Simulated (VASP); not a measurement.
# RbY2: single point with PBE

RbY2:

```xyz
3
Lattice="5.2362 0.0000 0.0000 -2.6181 4.5347 0.0000 0.0000 0.0000 3.6829" Properties=species:S:1:pos:R:3 pbc="T T T"
Rb    0.0000    0.0000    0.0000
Y     0.0000    3.0231    1.8415
Y     2.6181    1.5116    1.8415
```

```json
{
 "Program": "VASP 6.6.1",
 "Task": "single point",
 "Functional": "PBE",
 "Potentials or basis": "VASP PAW PBE potentials, release 64 (Rb_sv, Y_sv)",
 "Cutoff": "520 eV",
 "k mesh": "6 × 6 × 6",
 "Occupations": "gaussian, width 0.1 eV",
 "Spin": "no spin polarisation"
}
```

```
Pressure               : 12.3 GPa
Band gap on the k mesh : zero (an odd number of electrons rules out a gap without spin polarisation)
```

Stress tensor (GPa, compression positive):
```
17.00  0.00  0.00
 0.00 17.00  0.00
 0.00  0.00  2.83
```

Levels at points of the mesh, in eV from the Fermi level:
| k point | band 12 | band 13 | band 14 | band 15 | band 16 | band 17 | band 18 | band 19 |
| --- | --- | --- | --- | --- | --- | --- | --- | --- |
| (0.00, 0.00, 0.00) | -11.21 | -3.92 | -0.92 | 0.98 | 0.98 | 1.02 | 1.16 | 1.16 |
| (0.50, 0.00, 0.00) | -11.22 | -1.62 | -1.58 | -1.17 | 0.28 | 0.48 | 1.06 | 1.47 |
| (0.00, 0.00, 0.50) | -11.51 | -1.15 | -0.88 | -0.88 | -0.30 | 0.01 | 0.01 | 2.08 |
| (0.50, 0.00, 0.50) | -11.53 | -1.01 | -0.99 | -0.31 | -0.08 | 0.13 | 0.73 | 2.25 |

Run time: 66 s on 1 thread of AMD EPYC 9R45 96-Core Processor (Zen 5), on a shared host, peak memory 0.21 GiB.

Caveat: the stress differs along the axes, from 3 to 17 GPa.
